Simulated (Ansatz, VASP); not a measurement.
## Cu3N in VASP and in Ansatz

Contents of INCAR:

```
PREC = Accurate
ENCUT = 600
EDIFF = 1E-7
ISMEAR = -1
SIGMA = 0.05
LREAL = False
LASPH = True
NELM = 120
ALGO = Normal
ISIF = 3
LWAVE = False
LCHARG = False
GGA = PE
IBRION = 2
NSW = 70
EDIFFG = -0.005
GGA_COMPAT = False
NELMIN = 4
```

The input KPOINTS:

```
regular mesh
0
Gamma
  10 10 10
```

File POSCAR:

```
Cu3N
1.0
    3.8070000000      0.0000000000      0.0000000000
    0.0000000000      3.8070000000      0.0000000000
    0.0000000000      0.0000000000      3.8070000000
Cu N
3 1
Direct
    0.5000000000      0.0000000000      0.0000000000
    0.0000000000      0.5000000000      0.0000000000
    0.0000000000      0.0000000000      0.5000000000
    0.0000000000      0.0000000000      0.0000000000
```

Input for Ansatz:

```yaml
crystal:
  lattice:
    - [3.807, 0.0, 0.0]
    - [0.0, 3.807, 0.0]
    - [0.0, 0.0, 3.807]
  atoms:
    - { symbol: Cu, position: [0.5, 0.0, 0.0] }
    - { symbol: Cu, position: [0.0, 0.5, 0.0] }
    - { symbol: Cu, position: [0.0, 0.0, 0.5] }
    - { symbol: "N", position: [0.0, 0.0, 0.0] }
kpoints:
  mp_grid: { grid: [10, 10, 10] }
scf:
  occupations: { method: fermi_dirac, width: 0.05 }
hamiltonian:
  xc: pbe
  pseudopotentials: { kind: paw }
output:
  forces: true
  stress: true
relax:
  f_tol: 0.005
  max_steps: 50
  cell: {}
```

Alike in both runs: task relaxation of cell and atoms; functional PBE; k mesh 10 × 10 × 10; occupations fermi-dirac, width 0.05 eV; no spin polarisation.

|  | VASP | Ansatz |
| --- | --- | --- |
| version | VASP 6.6.1 | Ansatz 0.2.0 |
| potentials or method | VASP PAW PBE potentials, release 64 (Cu, N) | PAW with Ansatz's default frozen-core files, scalar-relativistic |
| plane-wave cutoff (eV) | 600 | 420 |
| valence electrons in the cell | 38 | 62 |

```csv
,VASP,Ansatz,Ansatz less VASP
relaxed volume (Å³/atom),14.08,14.01,-0.068
relaxed cell length with the largest relative difference (Å),3.833,3.827,-0.0062
```

VASP's potentials hold 38 valence electrons a cell and Ansatz's 62, so a difference there can come from the potentials and not from the codes.
